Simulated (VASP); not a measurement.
Write the native input for VASP 6.6.1 that does the following.

* Task: single point
* Functional: PBE
* Potentials or basis: VASP PAW PBE potentials, release 64 (Mg, Si, N)
* Cutoff: 520 eV
* k mesh: 6 × 6 × 4
* Occupations: gaussian, width 0.1 eV
* Spin: no spin polarisation
* Dipole correction: no
* Further INCAR settings: ALGO = Normal; EDIFF = 1e-06; NBANDS = 20

The structure of MgSiN lies in POSCAR:

```
MgSiN
1.0
    3.4860761800      0.0000000000      0.0000000000
    0.0000000000      3.4860761800      0.0000000000
    0.0000000000      0.0000000000      5.8466376200
Mg Si N
2 2 2
Direct
    0.5000000000      0.0000000000      0.1748200100
    0.0000000000      0.5000000000      0.8251799900
    0.5000000000      0.0000000000      0.6298999800
    0.0000000000      0.5000000000      0.3701000200
    0.5000000000      0.5000000000      0.0000000000
    0.0000000000      0.0000000000      0.0000000000
```

The input as run:

INCAR

```
SYSTEM = MgSiN
PREC = Accurate ; ENCUT = 520
EDIFF = 1E-6 ; ISMEAR = 0
SIGMA = 0.1 ; LREAL = .FALSE.
LASPH = .TRUE. ; NELM = 100
ALGO = Normal ; ISIF = 2
LWAVE = .FALSE. ; LCHARG = .TRUE.
GGA = PE ; LELF = .TRUE.
LVHAR = .TRUE. ; NBANDS = 20
```

KPOINTS

```
regular mesh
0
G
  6 6 4
  0 0 0
```

Potentials or basis: VASP PAW PBE potentials, release 64 (Mg, Si, N).

Launch:

```bash
$ cat potpaw_PBE.64/Mg/POTCAR potpaw_PBE.64/Si/POTCAR potpaw_PBE.64/N/POTCAR > POTCAR
$ mpirun -np 1 vasp_std > vasp.out
```

Results of the run:

```
Pressure               : 18.3 GPa
Largest force          : 1.066 eV/Å
Band gap on the k mesh : zero (band 11 reaches 7.53 eV, above the bottom of band 12 at 5.69 eV)
```

Caveat: forces of over 1 eV/Å act on the atoms, so gaps and moduli don't describe the material at rest.

Run time: 24 s on 1 thread of AMD EPYC 9R45 (Zen 5), on a shared host, peak memory 0.17 GiB.
